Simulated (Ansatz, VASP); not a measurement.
## Mo: VASP beside Ansatz

Contents of INCAR:

```
ALGO = Fast
EDIFF = 1E-7
ENCUT = 520
GGA = PS
ISIF = 2
ISMEAR = 0
LASPH = T
LCHARG = T
LELF = T
LREAL = F
LVHAR = T
LWAVE = F
NBANDS = 13
NELM = 60
PREC = Accurate
SIGMA = 0.15
```

Contents of KPOINTS:

```
k-points
0
Gamma
  18 18 18
```

The input POSCAR:

```
Mo
1.0
    2.4619593575      0.0000000000      0.0000000000
   -1.2309796787      2.6059236459      0.0000000000
    0.0000000000      0.0000000000      2.5551807000
Mo
1
Direct
    0.0000000000      0.0000000000      0.5000000000
```

Input for Ansatz:

```yaml
crystal:
  lattice:
    - [2.4619593575, 0.0, 0.0]
    - [-1.2309796787, 2.6059236459, 0.0]
    - [0.0, 0.0, 2.5551807]
  atoms:
    - { symbol: Mo, position: [0.0, 0.0, 0.5] }
basis:
  ecutwfc: 420
kpoints:
  mp_grid: { grid: [18, 18, 18] }
hamiltonian:
  xc: pbesol
scf:
  occupations: { method: gaussian, width: 0.15 }
output:
  forces: true
  stress: true
  eigenvalues: true
```

Change from the starting cell: strain -0.1000 x Voigt [1, -1, 0, 0, 0, 0], atoms carried along.

Alike in both runs: task single point; functional PBEsol; k mesh 18 × 18 × 18; occupations gaussian, width 0.15 eV; no spin polarisation.

|  | VASP | Ansatz |
| --- | --- | --- |
| version | VASP 6.6.1 | Ansatz 0.2.0 |
| potentials or method | VASP PAW PBE potentials, release 64 (Mo_sv), cutoff 520 eV | scalar-relativistic, plane waves, PAW |
| valence electrons in the cell | 14 | 14 |

```tsv
	VASP	Ansatz	Ansatz less VASP
gap on the k mesh at the Fermi level (eV)	none	none	-
pressure (GPa)	3.7	3.1	-0.65
traceless stress, the component that is largest in VASP (GPa)	20.07	19.78	-0.297
```

VASP's potentials were made for PBE, not for PBEsol. A gap of «none» marks a metal or a gap that the smearing closes. The functional is the same, so the differences come from potentials, cutoffs and numerics.
